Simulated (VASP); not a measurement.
A run of VASP 6.6.1 is set up as follows.

Contents of INCAR:

```
SYSTEM = Ti16B
ALGO = Normal
EDIFF = 1E-7
ENCUT = 520
GGA = PE
ISIF = 2
ISMEAR = 0
LASPH = .TRUE.
LCHARG = .FALSE.
LREAL = Auto
LWAVE = .FALSE.
NBANDS = 112
NELM = 80
PREC = Accurate
SIGMA = 0.1
```

The input KPOINTS:

```
Automatic mesh
0
Gamma
  4 4 4
  0.5 0.5 0.5
```

The input POSCAR:

```
Ti16B
1.0
    6.5110110536      0.0000000000      0.0000000000
    0.0000000000      6.5110110536      0.0000000000
    0.0000000000      0.0000000000      6.5110110536
Ti B
16 1
Direct
   -0.0545136534      0.0052504902      0.0003318993
    0.5542388072      0.0050221079     -0.0002176313
    0.0252595179      0.4662361920     -0.0002056516
   -0.0308528120     -0.0222179012      0.4999778027
    0.2497464659      0.2459756230      0.2898821680
    0.4747262713      0.4664762469     -0.0000208877
    0.5309324422     -0.0222865541      0.4998232952
    0.7499892044      0.2805281676      0.2794450793
    0.0273579631      0.5411159605      0.5003207602
    0.2498401533      0.7941480912      0.2189206850
    0.2505057950      0.2457873265      0.7099233839
    0.4727021617      0.5412792224      0.4998137729
    0.7501245137      0.7066483165      0.2366159399
    0.7498194919      0.2804787129      0.7205168232
    0.2499416737      0.7942706528      0.7810181795
    0.7501384900      0.7067667313      0.7633679254
    0.2498866899      0.1025505862     -0.0000534479
```

Potentials or basis: VASP PAW PBE potentials, release 64 (Ti_sv, B).

Command:

```bash
$ cat potpaw_PBE.64/Ti_sv/POTCAR potpaw_PBE.64/B/POTCAR > POTCAR
$ mpirun -np 1 vasp_std > vasp.out
```

(1) Estimate the largest force.

(2) Predict the band gap on the k mesh.

## Answers

(1) 0.184 eV/Å.

(2) zero (an odd number of electrons rules out a gap without spin polarisation).
